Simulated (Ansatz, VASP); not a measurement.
One calculation of Li, two programs

File INCAR:

```
SYSTEM = Li
PREC = Accurate ; ENCUT = 520
EDIFF = 1E-6 ; ISMEAR = -1
SIGMA = 0.05 ; LREAL = .False.
LASPH = .True. ; NELM = 60
ALGO = Normal ; ISIF = 2
LWAVE = .False. ; LCHARG = .True.
GGA = PE ; LELF = .True.
LVHAR = .True. ; NBANDS = 12
```

File KPOINTS:

```
Automatic mesh
0
Gamma
  12 12 12
  0 0 0
```

File POSCAR:

```
Li
1.0
    1.5349939760      0.8862291852      7.5883000000
   -1.5349939760      0.8862291852      7.5883000000
    0.0000000000     -1.7724583706      7.5883000000
Li
3
Direct
    0.0000000000      0.0000000000      0.0000000000
    0.2220000000      0.2220000000      0.2220000000
    0.7780000000      0.7780000000      0.7780000000
```

Input for Ansatz:

```yaml
crystal:
  lattice:
    - [1.534993976, 0.8862291852, 7.5883]
    - [-1.534993976, 0.8862291852, 7.5883]
    - [0.0, -1.7724583706, 7.5883]
  atoms:
    - { symbol: Li, position: [0.0, 0.0, 0.0] }
    - { symbol: Li, position: [0.222, 0.222, 0.222] }
    - { symbol: Li, position: [0.778, 0.778, 0.778] }
kpoints:
  mp_grid: { grid: [12, 12, 12] }
  band_path:
    path:
      - [0.0, 0.0, 0.0]
      - [0.5, 0.5, 0.5]
      - [0.8242402357, 0.1757597643, 0.5]
      - [0.5, -0.1757597643, 0.1757597643]
      - [0.5, 0.0, 0.0]
      - [0.0, 0.0, 0.0]
      - [0.3378798821, -0.3378798821, 0.0]
      - [0.6621201179, 0.0, 0.3378798821]
      - [0.5, 0.0, 0.5]
    npoints: 5
scf:
  occupations: { method: fermi_dirac, width: 0.05 }
hamiltonian:
  xc: pbe
  pseudopotentials: { kind: all_electron, lapw: { basis_error: 0.001 } }
output:
  forces: true
  stress: true
  eigenvalues: true
```

Change from the starting cell: equal xx and yy strain of -1 %.

Alike in both runs: task single point; functional PBE; k mesh 12 × 12 × 12; occupations fermi-dirac, width 0.05 eV; no spin polarisation.

|  | VASP | Ansatz |
| --- | --- | --- |
| version | VASP 6.6.1 | Ansatz 0.2.0 |
| potentials or method | VASP PAW PBE potentials, release 64 (Li_sv), cutoff 520 eV | all-electron LAPW, scalar-relativistic |

```csv
,VASP,Ansatz,Ansatz less VASP
rms of the force components (eV/Å),0.004,0.004,-0.0002
```

Atom by atom the forces differ by 0.000 eV/Å (rms over components). Ansatz ran all-electron here, and VASP with PAW potentials.

Noted on VASP's run: the cutoff is under 1.25 times that of the potentials, so the pressure is a little rough.
